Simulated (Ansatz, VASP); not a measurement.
# Two plane-wave programs on Rh

```
Rh
1.0
     0.00000    2.77449    2.77449
     2.77449    0.00000    2.77449
     2.77449    2.77449    0.00000
Rh
2
Direct
  0.12500 0.12500 0.12500
  0.87500 0.87500 0.87500
```

Alike in both runs: task single point; functional revPBE; k mesh 11 × 11 × 11; occupations fermi-dirac, width 0.1 eV; no spin polarisation.

|  | VASP | Ansatz |
| --- | --- | --- |
| version | VASP 6.6.1 | Ansatz 0.2.0 |
| potentials or method | VASP PAW PBE potentials, release 64 (Rh_pv), cutoff 520 eV | plane waves (420 eV) with PAW, scalar-relativistic |
| valence electrons in the cell | 30 | 34 |

|  | VASP | Ansatz | Ansatz less VASP |
| --- | --- | --- | --- |
| pressure (GPa) | 0.0 | -0.1 | -0.12 |

VASP's potentials were made for PBE, not for revPBE. The functional is the same, so the differences come from potentials, cutoffs and numerics. VASP's potentials hold 30 valence electrons a cell and Ansatz's 34, so a difference there can come from the potentials and not from the codes.
